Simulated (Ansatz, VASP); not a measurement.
**One calculation of Be3Al2, two programs**

```
Be Al
1.0
     2.48909   -3.98583    0.00000
     2.48909    3.98583    0.00000
     0.00000    0.00000    3.93947
Be Al
3 2
Direct
  0.00000 0.00000 0.00000
  0.50000 0.50000 0.00000
  0.50000 0.50000 0.50000
  0.00000 0.50000 0.00000
  0.50000 0.00000 0.00000
```

Alike in both runs: task relaxation of cell and atoms; functional PBE; k mesh 10 × 10 × 10; occupations gaussian, width 0.1 eV; no spin polarisation.

|  | VASP | Ansatz |
| --- | --- | --- |
| version | VASP 6.6.1 | Ansatz 0.2.0 |
| potentials or method | VASP PAW PBE potentials, release 64 (Be, Al), cutoff 600 eV | scalar-relativistic, plane waves, PAW |
| valence electrons in the cell | 12 | 12 |

|  | VASP | Ansatz | Ansatz less VASP |
| --- | --- | --- | --- |
| gap on the k mesh at the Fermi level, each at its own relaxed structure (eV) | none | none | - |
| relaxed volume (Å³/atom) | 15.71 | 15.69 | -0.014 |
| relaxed length of the cell vector where the two differ most in proportion (Å) | 3.931 | 3.929 | -0.0018 |

A gap of «none» marks a metal or a gap that the smearing closes.
